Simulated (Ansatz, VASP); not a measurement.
# Two plane-wave programs on LiCl

Contents of INCAR:

```
SYSTEM = LiCl
PREC = Accurate
ENCUT = 520
EDIFF = 1E-6
ISMEAR = 0
SIGMA = 0.05
LREAL = .FALSE.
LASPH = .TRUE.
NELM = 100
ALGO = Normal
ISIF = 2
LWAVE = .FALSE.
LCHARG = .TRUE.
GGA = CA
LELF = .TRUE.
LVHAR = .TRUE.
NBANDS = 12
```

File KPOINTS:

```
Automatic mesh
0
G
  8 8 8
  0 0 0
```

The input POSCAR:

```
LiCl
1.0
    0.0000000000      2.5006410000      2.5006410000
    2.5006410000      0.0000000000      2.5006410000
    2.5006410000      2.5006410000      0.0000000000
Li Cl
1 1
Direct
    0.0000000000      0.0000000000      0.0000000000
    0.5000000000      0.5000000000      0.5000000000
```

Input for Ansatz:

```yaml
crystal:
  lattice:
    - [0.0, 2.500641, 2.500641]
    - [2.500641, 0.0, 2.500641]
    - [2.500641, 2.500641, 0.0]
  atoms:
    - { symbol: Li, position: [0.0, 0.0, 0.0] }
    - { symbol: Cl, position: [0.5, 0.5, 0.5] }
basis:
  ecutwfc: 420
kpoints:
  mp_grid: { grid: [8, 8, 8] }
hamiltonian:
  xc: lda
scf:
  occupations: { method: gaussian, width: 0.05 }
output:
  forces: true
  stress: true
  eigenvalues: true
```

Change from the starting cell: strain -0.025 along x and y, -0.025 along z, atoms carried along.

Alike in both runs: task single point; functional LDA; k mesh 8 × 8 × 8; occupations gaussian, width 0.05 eV; no spin polarisation.

```csv
,VASP,Ansatz
version,VASP 6.6.1,Ansatz 0.2.0
potentials or method,"VASP PAW LDA potentials, release 64 (Li_sv, Cl), cutoff 520 eV","scalar-relativistic, plane waves, PAW"
valence electrons in the cell,10,10
```

```tsv
	VASP	Ansatz	Ansatz less VASP
gap on the k mesh at the Fermi level (eV)	6.47	6.45	-0.020
least direct gap on the mesh (eV)	6.47	6.45	-0.020
```

LDA's correlation is that of Perdew and Zunger in VASP and of Perdew and Wang (1992) in Ansatz.

Noted on VASP's run: the cutoff is short for stress, so the pressure is rough.
